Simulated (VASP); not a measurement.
Set up this calculation in VASP 6.6.1, as the native input.

| Property | Result |
| --- | --- |
| Task | single point |
| Functional | PBE |
| Potentials or basis | VASP PAW PBE potentials, release 64 (Rb_sv) |
| Cutoff | 520 eV |
| k mesh | 6 × 6 × 3 |
| Occupations | fermi-dirac, width 0.05 eV |
| Spin | no spin polarisation |
| Dipole correction | no |
| Further INCAR settings | ALGO = Normal; EDIFF = 1e-07; NBANDS = 16 |

The structure of Rb lies in POSCAR:

```
Rb
1.0
    5.0540569069      0.0000000000      0.0000000000
   -2.5270284535      4.3769416735      0.0000000000
    0.0000000000      0.0000000000      8.3853981656
Rb
2
Direct
    0.6666666667      0.3333333333      0.7500000000
    0.3333333333      0.6666666667      0.2500000000
```

This isn't the form of Rb at room conditions, which is bcc.

These files were run (other wordings do the same):

INCAR

```
SYSTEM = Rb
PREC = Accurate ; ENCUT = 520
EDIFF = 1E-7 ; ISMEAR = -1
SIGMA = 0.05 ; LREAL = .False.
LASPH = .True. ; NELM = 60
ALGO = Normal ; ISIF = 2
LWAVE = .False. ; LCHARG = .True.
GGA = PE ; LELF = .True.
LVHAR = .True. ; NBANDS = 16
```

KPOINTS

```
regular mesh
0
Gamma
  6 6 3
  0 0 0
```

Potentials or basis: VASP PAW PBE potentials, release 64 (Rb_sv).

The run is started by

```sh
$ cat potpaw_PBE.64/Rb_sv/POTCAR > POTCAR
$ mpirun -np 1 vasp_std > vasp.out
```

Results of the run:

The pressure is 0.0 GPa. The band gap on the k mesh is zero (bands 9 and 10 overlap by 1.75 eV).

It took 52 s on 1 thread of Intel(R) Xeon(R) Platinum 8259CL CPU @ 2.50GHz (Skylake/Cascade Lake), with other jobs on the host, peak memory 0.3 GiB.
